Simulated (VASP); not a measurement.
Wanted: the native input for a VASP 6.6.1 run.

- Task: single point
- Functional: r2SCAN
- Potentials or basis: VASP PAW PBE potentials, release 64 (Hf_pv, Si, O)
- Cutoff: 520 eV
- k mesh: 6 × 6 × 6
- Occupations: gaussian, width 0.01 eV
- Spin: no spin polarisation
- Dipole correction: no
- Further INCAR settings: ALGO = Normal; EDIFF = 1e-06; NBANDS = 50

HfSiO4:

```xyz
12
Lattice="-3.2250 3.2250 3.0269 3.2250 -3.2250 3.0269 3.2250 3.2250 -3.0269" Properties=species:S:1:pos:R:3 pbc="T T T"
Hf    0.0000    0.0000    0.0000
Hf    0.0000    3.2250    1.5134
Si    3.2250    0.0000    1.5134
Si    0.0000    0.0000    3.0269
O     3.2250    2.0254   -1.0827
O     4.4246    0.0000    0.4308
O     2.0254    0.0000    0.4308
O     0.0000    1.1996    1.9442
O     2.0254    3.2250    1.0827
O     3.2250    1.1996    2.5961
O     3.2250   -1.1996    2.5961
O     1.1996    0.0000    4.1096
```

This cell differs from its parent crystal: epitaxial xy strain -2.0%.

These files were run (other wordings do the same):

POSCAR

```
HfSiO4
1.0
   -3.2250066896      3.2250066896      3.0268890638
    3.2250066896     -3.2250066896      3.0268890638
    3.2250066896      3.2250066896     -3.0268890638
Hf Si O
2 2 8
Direct
    0.0000000000      0.0000000000      0.0000000000
    0.7500000000      0.2500000000      0.5000000000
    0.2500000000      0.7500000000      0.5000000000
    0.5000000000      0.5000000000      0.0000000000
    0.1351740566      0.3211549413      0.8140191153
    0.0711549413      0.7571358259      0.6859808847
    0.0711549413      0.3851740566      0.3140191153
    0.5071358259      0.3211549413      0.1859808847
    0.6788450587      0.4928641741      0.8140191153
    0.6148259434      0.9288450587      0.6859808847
    0.2428641741      0.9288450587      0.3140191153
    0.6788450587      0.8648259434      0.1859808847
```

INCAR.step1

```
PREC     = Accurate       # precision mode
ENCUT    = 520            # plane-wave cutoff, eV
ISMEAR   = 0              # smearing method
SIGMA    = 0.01           # smearing width, eV
LREAL    = False          # projectors in reciprocal space
LASPH    = True           # aspherical terms in the spheres
NELM     = 100            # most SCF steps
NBANDS   = 50             # bands
GGA      = PE             # functional
ALGO     = Normal         # electronic algorithm
EDIFF    = 1E-4           # SCF threshold, eV
LWAVE    = True           # write WAVECAR
LCHARG   = False          # write CHGCAR
```

INCAR.step2

```
PREC     = Accurate       # precision mode
ENCUT    = 520            # plane-wave cutoff, eV
EDIFF    = 1E-6           # SCF threshold, eV
ISMEAR   = 0              # smearing method
SIGMA    = 0.01           # smearing width, eV
LREAL    = False          # projectors in reciprocal space
LASPH    = True           # aspherical terms in the spheres
NELM     = 100            # most SCF steps
ALGO     = Normal         # electronic algorithm
ISIF     = 2              # what is computed and relaxed
LWAVE    = False          # write WAVECAR
LCHARG   = False          # write CHGCAR
METAGGA  = R2SCAN         # meta-GGA
LMIXTAU  = True         
NBANDS   = 50             # bands
ISTART   = 1
```

KPOINTS

```
regular mesh
0
Gamma
  6 6 6
```

Potentials or basis: VASP PAW PBE potentials, release 64 (Hf_pv, Si, O).

Command:

```sh
$ cat potpaw_PBE.64/Hf_pv/POTCAR potpaw_PBE.64/Si/POTCAR potpaw_PBE.64/O/POTCAR > POTCAR
$ cp INCAR.step1 INCAR
$ mpirun -np 1 vasp_std > vasp.out
$ cp INCAR.step2 INCAR
$ mpirun -np 1 vasp_std > vasp.out
```

Results of the run:

```yaml
Pressure: 4.2 GPa
Largest_force: 0.226 eV/Å
Band_gap_on_the_k_mesh: 6.11 eV, indirect (least direct gap 6.58 eV)
```

Caveat: the cell differs from its parent crystal (epitaxial xy strain -2.0%); the PAW data sets were made with another functional, which shifts forces and pressure a little; spin-orbit coupling is left out, which moves the levels of the heavy elements.

Wall time 15 min on 1 thread of Oxide Virtual Turin-like Processor, on a shared host, peak memory 0.34 GiB.
